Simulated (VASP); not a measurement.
# PbSe (P6_3mc) in VASP: further runs

The runs below take PbSe through single point, relaxation of shape and atoms at fixed volume, with PBE.

All numbers are computed with VASP 6.6.1; they aren't measurements. Logs are shortened: lines on timing, memory, paths and dates and some standing lists are left out, and cuts for length are marked.

## (1) The cell of the first run

The typed cell holds 4 atoms: a = 4.106 Å, b = 4.106 Å, c = 7.534 Å, α = 90.00°, β = 90.00°, γ = 120.00°.

## (2) Single point, PBE (27.50 Å³/atom)

File INCAR:

```
ALGO = Normal
EDIFF = 1E-6
ENCUT = 520
GGA = PE
ISIF = 2
ISMEAR = 0
LASPH = T
LCHARG = F
LREAL = F
LWAVE = F
NBANDS = 28
NELM = 100
PREC = Accurate
SIGMA = 0.02
```

File KPOINTS:

```
k-points
0
Gamma
  6 6 4
```

File POSCAR:

```
PbSe
1.0
    4.1062990247      0.0000000000      0.0000000000
   -2.0531495124      3.5561592709      0.0000000000
    0.0000000000      0.0000000000      7.5338671677
Pb Se
2 2
Direct
    0.6666666667      0.3333333333      0.2497601249
    0.3333333333      0.6666666667      0.7497601249
    0.0000000000      0.0000000000      0.5000888751
    0.0000000000      0.0000000000      0.0000888751
```

Potentials or basis: VASP PAW PBE potentials, release 64 (Pb_d, Se).

Command:

```
$ cat potpaw_PBE.64/Pb_d/POTCAR potpaw_PBE.64/Se/POTCAR > POTCAR
$ mpirun -np 1 vasp_std > vasp.out
```

OUTCAR:

```text
EDIFF = 1E-6
   ENCUT = 520
   GGA = PE
   ISIF = 2
   ISMEAR = 0
   LASPH = T
   LREAL = F
   NELM = 100
   PREC = Accurate

 ion  position               nearest neighbor table
   1  0.667  0.333  0.250-   4 3.03   4 3.03   4 3.03   3 3.03   3 3.03   3 3.03
   2  0.333  0.667  0.750-   3 3.03   3 3.03   3 3.03   4 3.03   4 3.03   4 3.03
   3  0.000  0.000  0.500-   2 3.03   2 3.03   2 3.03   1 3.03   1 3.03   1 3.03
   4  0.000  0.000  0.000-   1 3.03   1 3.03   1 3.03   2 3.03   2 3.03   2 3.03

  LATTYP: Found a hexagonal cell.
 ALAT       =     4.1062990247
 C/A-ratio  =     1.8347098257

  Lattice vectors:

 A1 = (   4.1062990247,   0.0000000000,   0.0000000000)
 A2 = (  -2.0531495124,   3.5561592709,   0.0000000000)
 A3 = (   0.0000000000,   0.0000000000,   7.5338671677)

Analysis of symmetry for initial positions (statically):
=====================================================================
 Subroutine PRICEL returns:
 Original cell was already a primitive cell.

 Routine SETGRP: Setting up the symmetry group for a
 hexagonal supercell.

 Subroutine GETGRP returns: Found 12 space group operations
 (whereof  6 operations were pure point group operations)
 out of a pool of 24 trial point group operations.

The static configuration has the point symmetry C_3v.
 The point group associated with its full space group is C_6v.

Analysis of symmetry for dynamics (positions and initial velocities):
=====================================================================
 Subroutine PRICEL returns:
 Original cell was already a primitive cell.

 Routine SETGRP: Setting up the symmetry group for a
 hexagonal supercell.

 Subroutine GETGRP returns: Found 12 space group operations
 (whereof  6 operations were pure point group operations)
 out of a pool of 24 trial point group operations.

The dynamic configuration has the point symmetry C_3v.
 The point group associated with its full space group is C_6v.

 Subroutine INISYM returns: Found 12 space group operations
 (whereof  6 operations are pure point group operations),
 and found     1 'primitive' translations

----------------------------------------------------------------------------------------

                                     Primitive cell

[... 86 lines left out ...]
   LSORBIT =      F    spin-orbit coupling
   LASPH  =      T    aspherical Exc in radial PAW
   ENCUT  =  520.0 eV  38.22 Ry    6.18 a.u.   7.63  7.63 14.01*2*pi/ulx,y,z
   NELM   =    100;   NELMIN=  2; NELMDL= -5     # of ELM steps
   EDIFF  = 0.1E-05   stopping-criterion for ELM
   LREAL  =      F    real-space projection
   EDIFFG = 0.1E-04   stopping-criterion for IOM
   NSW    =      0    number of steps for IOM
   IBRION =     -1    ionic relax: 0-MD 1-quasi-New 2-CG
   NFREE  =      0    steps in history (QN), initial steepest desc. (CG)
   ISIF   =      2    stress and relaxation
   ISYM   =      2    0-nonsym 1-usesym 2-fastsym
   POTIM  = 0.5000    time-step for ionic-motion
   TEBEG  =    0.0;   TEEND  =   0.0 temperature during run
   PSTRESS=    0.0 pullay stress
   NELECT =      40.0000    total number of electrons
   NUPDOWN=      -1.0000    fix difference up-down
   EMIN   =  10.00;   EMAX   =-10.00  energy-range for DOS
   EFERMI =   0.00;   METHOD = LEGACY
   ISMEAR =     0;   SIGMA  =   0.02  broadening in eV -4-tet -1-fermi 0-gaus
   EFERMI_NEDOS =   21; number of points for ismear=-14 and -15
   IALGO  =     38    algorithm
   IMIX   =      4    mixing-type and parameters
     AMIX     =   0.40;   BMIX     =  1.00
     AMIX_MAG =   1.60;   BMIX_MAG =  1.00
  volume/ion in A,a.u.               =      27.50       185.60
  Fermi-wavevector in a.u.,A,eV,Ry     =   1.168454  2.208058 18.575824  1.365285
  Thomas-Fermi vector in A             =   2.304940
   LORBIT       =      0    0 simple, 1 ext, 2 COOP (PROOUT), +10 PAW based schemes
   GGA     = PE    functional components
   LHFCALC =     F    Hartree Fock is set to
   AEXX    =    0.0000 exact exchange contribution
   IVDW    =     0    specifies the selected vdW correction
   LEPSILON=     F    determine dielectric tensor
   LRPA    =     F    only Hartree local field effects (RPA)
 non-spin polarized calculation
 Gauss-broadening in eV      SIGMA  =   0.02
  energy-cutoff  :      520.00
  volume of cell :      110.01
 maximum number of plane-waves:      3004
 NGX is ok and might be reduce to    32
   NGX = 15   NGY = 15   NGZ = 29

 number of electron      40.0000007 magnetization

 Free energy of the ion-electron system (eV)
  ---------------------------------------------------
  ext. energy  EPLUGINS =         0.00000000
  ---------------------------------------------------
  free energy    TOTEN  =       -15.90443958 eV

  energy without entropy =      -15.90422533  energy(sigma->0) =      -15.90433245

 E-fermi :   5.3666     XC(G=0):  -9.7260

 val. band max:        5.2741628117   @ k =   0.5000  -0.0000   0.0000
 cond. band min:       5.3727391747   @ k =   0.5000  -0.0000   0.0000
 fundamental gap:      0.0985763629
 Fermi energy:         5.3666477707

 k-point     1 :       0.0000    0.0000    0.0000
  band No.  band energies     occupation
      1     -11.3977      2.00000
      2     -11.3977      2.00000
      3     -11.3895      2.00000
      4     -11.3895      2.00000
      5     -11.3555      2.00000
      6     -11.3444      2.00000
[... 640 lines left out ...]
     27      12.7204      0.00000
     28      12.7204      0.00000

------------------------ aborting loop because EDIFF is reached ----------------------------------------

  FORCE on cell =-STRESS in cart. coord.  units (eV):
  Direction    XX          YY          ZZ          XY          YZ          ZX
  --------------------------------------------------------------------------------------
  -------------------------------------------------------------------------------------
  Total        3.2210930      3.2210930      3.2206889     -0.0000000     -0.0000000      0.0000000
  in kB       46.9098569     46.9098569     46.9039726     -0.0000000     -0.0000000      0.0000000
  external PRESSURE =      46.9078955 kB  Pullay stress =       0.0000000 kB

 VOLUME and BASIS-vectors are now :
 -----------------------------------------------------------------------------
  energy-cutoff  :      520.00
  volume of cell :      110.01
      direct lattice vectors                 reciprocal lattice vectors
     4.106299025  0.000000000  0.000000000     0.243528295  0.140601127  0.000000000
    -2.053149512  3.556159271  0.000000000     0.000000000  0.281202253  0.000000000
     0.000000000  0.000000000  7.533867168     0.000000000  0.000000000  0.132733957

 POSITION                                       TOTAL-FORCE (eV/Angst)
 -----------------------------------------------------------------------------------
      2.05315      1.18539      1.88166         0.000000      0.000000      0.001401
     -0.00000      2.37077      5.64859        -0.000000     -0.000000      0.001401
      0.00000      0.00000      3.76760        -0.000000      0.000000     -0.001401
      0.00000      0.00000      0.00067        -0.000000     -0.000000     -0.001401
 -----------------------------------------------------------------------------------
    total drift:                                0.000000     -0.000000      0.000118

  FREE ENERGIE OF THE ION-ELECTRON SYSTEM (eV)
  ---------------------------------------------------
  free  energy   TOTEN  =       -15.9044395800 eV

  energy  without entropy=      -15.9042253268  energy(sigma->0) =      -15.90433245
```

stdout:

```text
POSCAR found type information on POSCAR PbSe
 POSCAR found :  2 types and       4 ions
 scaLAPACK will be used
 LDA part: xc-table for (Slater+PW92), standard interpolation
 POSCAR, INCAR and KPOINTS ok, starting setup
 FFT: planning ... GRIDC
 FFT: planning ... GRID_SOFT
 FFT: planning ... GRID
 WAVECAR not read
 entering main loop
```

Wall time 53 s (1 thread of Intel Xeon 8259CL, shared host); peak memory 0.25 GiB.

Results:

```
Free energy            : -15.9044 eV
Pressure               : 4.7 GPa
Band gap on the k mesh : zero (bands 20 and 21 overlap by 0.22 eV)
```

Caveat: the cell stands under pressure; semilocal functionals underestimate gaps, and a narrow one can read as zero; spin-orbit coupling is left out, which moves the levels of the heavy elements.

## (3) Single point, PBE (28.44 Å³/atom)

This run uses another cell than the first one, of 28.44 Å³/atom.

File INCAR:

```
SYSTEM = PbSe
ALGO = Normal
EDIFF = 1E-6
ENCUT = 520
GGA = PE
ISIF = 2
ISMEAR = 0
LASPH = .TRUE.
LCHARG = .FALSE.
LREAL = .FALSE.
LWAVE = .FALSE.
NBANDS = 28
NELM = 60
PREC = Accurate
SIGMA = 0.02
```

File KPOINTS:

```
k-points
0
G
  6 6 4
  0 0 0
```

File POSCAR:

```
PbSe
1.0
    4.1646952294      0.0000000000      0.0000000000
   -2.0823476147      3.6067318677      0.0000000000
    0.0000000000      0.0000000000      7.5737570874
Pb Se
2 2
Direct
    0.6666666667      0.3333333333      0.2468396365
    0.3333333333      0.6666666667      0.7468396365
    0.0000000000      0.0000000000      0.5030093635
    0.0000000000      0.0000000000      0.0030093635
```

Potentials or basis: VASP PAW PBE potentials, release 64 (Pb_d, Se).

Command:

```
$ cat potpaw_PBE.64/Pb_d/POTCAR potpaw_PBE.64/Se/POTCAR > POTCAR
$ mpirun -np 1 vasp_std > vasp.out
```

Wall time 51 s (1 thread of Intel Xeon 8259CL, shared host); peak memory 0.26 GiB.

Results (log left out):

- Free energy: -15.9926 eV
- Pressure: 2.9 GPa
- Band gap on the k mesh: zero (bands 20 and 21 overlap by 0.10 eV)

Forces on the atoms (eV/Å):
```
Pb   0.000  0.000  0.002
Pb   0.000  0.000  0.002
Se   0.000  0.000 -0.002
Se   0.000  0.000 -0.002
```

Levels at points of the mesh, in eV from the Fermi level:
| k point | band 18 | band 19 | band 20 | band 21 | band 22 | band 23 |
| --- | --- | --- | --- | --- | --- | --- |
| (0.00, 0.00, 0.00) | -0.79 | -0.79 | 0.11 | 1.30 | 2.45 | 2.45 |
| (0.50, 0.00, 0.00) | -1.19 | -0.68 | -0.04 | 0.01 | 1.63 | 1.92 |
| (0.00, 0.00, 0.50) | -1.20 | -1.18 | -1.18 | 3.30 | 3.30 | 3.44 |
| (0.50, 0.00, 0.50) | -2.16 | -2.12 | -2.12 | 2.17 | 2.17 | 3.73 |

Caveat: semilocal functionals underestimate gaps, and a narrow one can read as zero; spin-orbit coupling is left out, which moves the levels of the heavy elements.

## (4) Relaxation of shape and atoms at fixed volume, PBE (27.50 Å³/atom)

File INCAR:

```
PREC     = Accurate       # precision mode
ENCUT    = 600            # plane-wave cutoff, eV
EDIFF    = 1E-7           # SCF threshold, eV
ISMEAR   = 0              # smearing method
SIGMA    = 0.02           # smearing width, eV
LREAL    = False          # projectors in reciprocal space
LASPH    = True           # aspherical terms in the spheres
NELM     = 100            # most SCF steps
ALGO     = Normal         # electronic algorithm
ISIF     = 4              # what is computed and relaxed
LWAVE    = False          # write WAVECAR
LCHARG   = False          # write CHGCAR
GGA      = PE             # functional
IBRION   = 2              # ionic algorithm
NSW      = 50             # ionic steps
EDIFFG   = -0.01          # ionic threshold
```

File KPOINTS:

```
Automatic mesh
0
Gamma
  6 6 4
```

File POSCAR:

```
PbSe
1.0
    4.1184170076      0.0000000000      0.0000000000
   -2.0592085038      3.5666537519      0.0000000000
    0.0000000000      0.0000000000      7.4895972650
Pb Se
2 2
Direct
    0.6666666667      0.3333333333      0.2468396365
    0.3333333333      0.6666666667      0.7468396365
    0.0000000000      0.0000000000      0.5030093635
    0.0000000000      0.0000000000      0.0030093635
```

Command:

```
$ cat potpaw_PBE.64/Pb_d/POTCAR potpaw_PBE.64/Se/POTCAR > POTCAR
$ mpirun -np 1 vasp_std > vasp.out
```

It took 3.6 min on 1 thread of Intel Xeon 8259CL, shared host; peak memory 0.3 GiB.

It converged, with:

```yaml
Free_energy: -15.9045 eV
Energy_gained_by_relaxing: 0.6 meV/atom
Ionic_steps: 6
Pressure_after_relaxing: 4.7 GPa
Largest_force_after_relaxing: 0.006 eV/Å
Band_gap_on_the_k_mesh: zero (bands 20 and 21 overlap by 0.22 eV)
```

Forces on the atoms (eV/Å):
```
Pb   0.000  0.000  0.006
Pb   0.000  0.000  0.006
Se   0.000  0.000 -0.006
Se   0.000  0.000 -0.006
```

The path:
```tsv
step	energy change (eV)	largest force (eV/Å)	pressure (GPa)	volume (Å³)
1	0.0000	0.0316	4.86	110.01
2	-0.0012	0.0270	4.81	110.01
3	-0.0016	0.0226	4.75	110.01
4	-0.0018	0.0209	4.75	110.01
5	-0.0021	0.0160	4.74	110.01
6	-0.0025	0.0062	4.73	110.01
```

Final structure:
```cif
data_structure
_symmetry_space_group_name_H-M 'P 1'
_symmetry_Int_Tables_number 1
_cell_length_a 4.1067
_cell_length_b 4.1067
_cell_length_c 7.5323
_cell_angle_alpha 90.000
_cell_angle_beta 90.000
_cell_angle_gamma 120.000
_cell_volume 110.01
loop_
_atom_site_label
_atom_site_type_symbol
_atom_site_fract_x
_atom_site_fract_y
_atom_site_fract_z
_atom_site_occupancy
Pb1 Pb 0.66667 0.33333 0.24917 1
Pb2 Pb 0.33333 0.66667 0.74917 1
Se1 Se 0.00000 0.00000 0.50068 1
Se2 Se 0.00000 0.00000 0.00068 1
```

Levels at points of the mesh, in eV from the Fermi level:
| k point | band 18 | band 19 | band 20 | band 21 | band 22 | band 23 |
| --- | --- | --- | --- | --- | --- | --- |
| (0.00, 0.00, 0.00) | -0.84 | -0.84 | 0.22 | 1.36 | 2.50 | 2.50 |
| (0.50, 0.00, 0.00) | -1.26 | -0.77 | -0.09 | 0.01 | 1.60 | 1.91 |
| (0.00, 0.00, 0.50) | -1.25 | -1.19 | -1.19 | 3.44 | 3.44 | 3.53 |
| (0.50, 0.00, 0.50) | -2.27 | -2.22 | -2.22 | 2.14 | 2.14 | 3.78 |

Caveat: semilocal functionals underestimate gaps, and a narrow one can read as zero; spin-orbit coupling is left out, which moves the levels of the heavy elements.

## (5) The runs side by side

| task | cell | cutoff (eV) | gap on the mesh (eV) | pressure (GPa) |
| --- | --- | --- | --- | --- |
| single point | a = 4.106, b = 4.106, c = 7.534 Å, angles 90.0, 90.0, 120.0°, 4 atoms, atomic positions A | 520 | none | 4.7 |
| single point | a = 4.165, b = 4.165, c = 7.574 Å, angles 90.0, 90.0, 120.0°, 4 atoms, atomic positions B | 520 | none | 2.9 |
| relaxation of shape and atoms at fixed volume | relaxed from a = 4.118, b = 4.118, c = 7.490 Å, angles 90.0, 90.0, 120.0°, 4 atoms, atomic positions B | 600 | none | 4.7 |

Alike in all rows: level PBE; potentials or basis VASP PAW PBE potentials, release 64 (Pb_d, Se); no spin polarisation; k mesh 6 × 6 × 4; smearing gaussian 0.02 eV.

Caveats: semilocal functionals underestimate gaps, and a narrow one can read as zero; spin-orbit coupling is left out, which moves the levels of the heavy elements; the cell stands under pressure (at least some runs).

Total energies depend on the potentials used, so only differences within one code and one set of settings carry meaning.

The gap in the log of VASP goes by the Fermi energy; the results here count the filled bands.